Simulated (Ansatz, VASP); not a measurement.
## Hf3H in VASP and in Ansatz

INCAR

```
ALGO = Normal
EDIFF = 1E-6
EDIFFG = -0.04
ENCUT = 600
GGA = PE
IBRION = 2
ISIF = 3
ISMEAR = 0
LASPH = T
LCHARG = F
LREAL = F
LWAVE = F
NELM = 60
NSW = 90
PREC = Accurate
SIGMA = 0.1
```

Contents of KPOINTS:

```
k-points
0
Gamma
  4 4 4
```

File POSCAR:

```
Hf3H
1.0
    3.9852675140      0.0000000000      0.0000000000
    0.0000000000      3.9852675140      0.0000000000
    0.0000000000      0.0000000000      3.9852675140
Hf H
3 1
Direct
    0.0000000000      0.5000000000      0.5000000000
    0.5000000000      0.0000000000      0.5000000000
    0.5000000000      0.5000000000      0.0000000000
    0.0000000000      0.0000000000      0.0000000000
```

Input for Ansatz:

```yaml
crystal:
  lattice:
    - [3.985267514, 0.0, 0.0]
    - [0.0, 3.985267514, 0.0]
    - [0.0, 0.0, 3.985267514]
  atoms:
    - { symbol: Hf, position: [0.0, 0.5, 0.5] }
    - { symbol: Hf, position: [0.5, 0.0, 0.5] }
    - { symbol: Hf, position: [0.5, 0.5, 0.0] }
    - { symbol: H, position: [0.0, 0.0, 0.0] }
basis:
  ecutwfc: 420
kpoints:
  mp_grid: { grid: [4, 4, 4] }
hamiltonian:
  xc: pbe
scf:
  occupations: { method: gaussian, width: 0.1 }
  lower_state_search: "off"
output:
  forces: true
  stress: true
  eigenvalues: true
relax:
  adjacent_minimum: "off"
  f_tol: 0.04
  max_steps: 70
  cell: { stress_tol: 0.4 }
```

Alike in both runs: task relaxation of cell and atoms; functional PBE; k mesh 4 × 4 × 4; occupations gaussian, width 0.1 eV; no spin polarisation.

```csv
,VASP,Ansatz
version,VASP 6.6.1,Ansatz 0.2.0
potentials or method,"VASP PAW PBE potentials, release 64 (Hf_pv, H), cutoff 600 eV","scalar-relativistic, plane waves, PAW"
valence electrons in the cell,31,79
```

Ansatz gave:

* gap on the k mesh at the Fermi level, each at its own relaxed structure (eV): none
* relaxed volume (Å³/atom): 18.97
* relaxed length of the cell vector where the two differ most in proportion (Å): 4.234

Task: What did VASP give for the same quantities?

Result: gap on the k mesh at the Fermi level, each at its own relaxed structure (eV): none; relaxed volume (Å³/atom): 18.92; relaxed length of the cell vector where the two differ most in proportion (Å): 4.230.

A gap of «none» marks a metal or a gap that the smearing closes. VASP's potentials hold 31 valence electrons a cell and Ansatz's 79, so a difference there can come from the potentials and not from the codes.

The k mesh is coarse, so the values compare programs but aren't converged. Neither program's run includes spin-orbit coupling. Noted on VASP's run: the volume moved by over 15 % at a fixed basis, so the end points are rough.
